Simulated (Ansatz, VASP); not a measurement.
**Two plane-wave programs on BN**

Contents of INCAR:

```
SYSTEM = BN
  PREC = Accurate
  ENCUT = 520
  EDIFF = 1E-6
  ISMEAR = 0
  SIGMA = 0.05
  LREAL = .False.
  LASPH = .True.
  NELM = 80
  ALGO = Normal
  ISIF = 2
  LWAVE = .False.
  LCHARG = .False.
  GGA = CA
  NBANDS = 11
```

File KPOINTS:

```
Automatic mesh
0
Gamma
  12 12 12
  0 0 0
```

File POSCAR:

```
BN
1.0
    0.0000000000      1.7060992614      2.0473191137
    1.7060992614      0.0000000000      2.0473191137
    1.7060992614      1.7060992614      0.0000000000
B N
1 1
Direct
    0.0000000000      0.0000000000      0.0000000000
    0.7500000000      0.7500000000      0.7500000000
```

Input for Ansatz:

```yaml
crystal:
  lattice:
    - [0.0, 1.7060992614, 2.0473191137]
    - [1.7060992614, 0.0, 2.0473191137]
    - [1.7060992614, 1.7060992614, 0.0]
  atoms:
    - { symbol: B, position: [0.0, 0.0, 0.0] }
    - { symbol: "N", position: [0.75, 0.75, 0.75] }
basis:
  ecutwfc: 420
kpoints:
  mp_grid: { grid: [12, 12, 12] }
hamiltonian:
  xc: lda
scf:
  occupations: { method: gaussian, width: 0.05 }
output:
  forces: true
  stress: true
  eigenvalues: true
```

Alike in both runs: task single point; functional LDA; k mesh 12 × 12 × 12; occupations gaussian, width 0.05 eV; no spin polarisation.

|  | VASP | Ansatz |
| --- | --- | --- |
| version | VASP 6.6.1 | Ansatz 0.2.0 |
| potentials or method | VASP PAW LDA potentials, release 64 (B, N), cutoff 520 eV | scalar-relativistic, plane waves, PAW |
| valence electrons in the cell | 8 | 8 |

```tsv
	VASP	Ansatz	Ansatz less VASP
gap on the k mesh at the Fermi level (eV)	2.66	2.68	+0.018
least direct gap on the mesh (eV)	6.82	6.83	+0.009
pressure (GPa)	-12.9	-13.8	-0.85
traceless stress, the component that is largest in VASP (GPa)	-92.47	-92.46	+0.016
```

LDA's correlation is that of Perdew and Zunger in VASP and of Perdew and Wang (1992) in Ansatz.
